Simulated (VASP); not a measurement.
A run of VASP 6.6.1 is set up as follows.

The input INCAR:

```
SYSTEM = Te2Mo
PREC = Accurate ; ENCUT = 520
EDIFF = 1E-6 ; ISMEAR = 0
SIGMA = 0.05 ; LREAL = .FALSE.
LASPH = .TRUE. ; NELM = 100
ALGO = Normal ; ISIF = 2
LWAVE = .FALSE. ; LCHARG = .FALSE.
GGA = PE ; IVDW = 12
NBANDS = 35
```

KPOINTS

```
Automatic mesh
0
G
  12 12 2
  0 0 0
```

The input POSCAR:

```
Te2Mo
1.0
    3.4964011497      0.0000000000      0.0000000000
   -1.7482005748      3.0279722174      0.0000000000
    0.0000000000      0.0000000000     13.7008448353
Te Mo
4 2
Direct
    0.3333333333      0.6666666667      0.6173401526
    0.6666666667      0.3333333333      0.1173401526
    0.3333333333      0.6666666667      0.8826598474
    0.6666666667      0.3333333333      0.3826598474
    0.2228901005      0.6114450502      0.2280229264
    0.6666666667      0.3333333333      0.7500000000
```

Potentials or basis: VASP PAW PBE potentials, release 64 (Te, Mo_sv).

Command:

```console
$ cat potpaw_PBE.64/Te/POTCAR potpaw_PBE.64/Mo_sv/POTCAR > POTCAR
$ mpirun -np 1 vasp_std > vasp.out
```

(1) Estimate the band gap on the k mesh.

(2) Predict the largest force.

(3) Estimate the pressure.

(4) What does it give for the dispersion energy per atom?

## Answers

(1) zero (band 26 reaches 9.40 eV, above the bottom of band 27 at 9.01 eV).

(2) 9.932 eV/Å.

(3) 5.0 GPa.

(4) -0.554 eV.

Caveat: the cell differs from its parent crystal (atom 5 (Mo) moved +0.450 Å towards its neighbour atom 2 (Te) at 2.716 Å); spin-orbit coupling is left out, which moves the levels of the heavy elements; forces of over 1 eV/Å act on the atoms, so gaps and moduli don't describe the material at rest.
